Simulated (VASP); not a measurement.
Here is a VASP 6.6.1 calculation.

The input INCAR:

```
ALGO = Normal
EDIFF = 1E-7
EDIFFG = -0.01
ENCUT = 600
GGA = PE
IBRION = 2
ISIF = 3
ISMEAR = 0
LASPH = True
LCHARG = False
LREAL = False
LWAVE = False
NELM = 100
NSW = 100
PREC = Accurate
SIGMA = 0.1
```

KPOINTS

```
k-points
0
Gamma
  12 12 14
```

The input POSCAR:

```
LiSb2
1.0
    5.3869558163      0.0000000000      0.0000000000
   -2.6934779081      4.6652405860      0.0000000000
    0.0000000000      0.0000000000      3.1058162887
Li Sb
1 2
Direct
    0.0000000000      0.0000000000      0.0000000000
    0.3333333333      0.6666666667      0.5000000000
    0.6666666667      0.3333333333      0.5000000000
```

Potentials or basis: VASP PAW PBE potentials, release 64 (Li_sv, Sb).

Run with:

```console
$ cat potpaw_PBE.64/Li_sv/POTCAR potpaw_PBE.64/Sb/POTCAR > POTCAR
$ mpirun -np 1 vasp_std > vasp.out
```

Task: What does it give for the band gap on the k mesh?

Result: Zero (an odd number of electrons rules out a gap without spin polarisation).

Task: What does it give for the space group after relaxing (to 0.1 Å)?

Result: P6/mmm (No. 191).

Task: Estimate the relaxed cell.

Result: a = 5.340 Å, b = 5.340 Å, c = 3.163 Å, α = 90.00°, β = 90.00°, γ = 120.00°.

Final structure:
```cif
data_structure
_symmetry_space_group_name_H-M 'P 1'
_symmetry_Int_Tables_number 1
_cell_length_a 5.3400
_cell_length_b 5.3400
_cell_length_c 3.1627
_cell_angle_alpha 90.000
_cell_angle_beta 90.000
_cell_angle_gamma 120.000
_cell_volume 78.11
loop_
_atom_site_label
_atom_site_type_symbol
_atom_site_fract_x
_atom_site_fract_y
_atom_site_fract_z
_atom_site_occupancy
Li1 Li 0.00000 0.00000 0.00000 1
Sb1 Sb 0.33333 0.66667 0.50000 1
Sb2 Sb 0.66667 0.33333 0.50000 1
```

Caveat: spin-orbit coupling is left out, which moves the levels of the heavy elements.
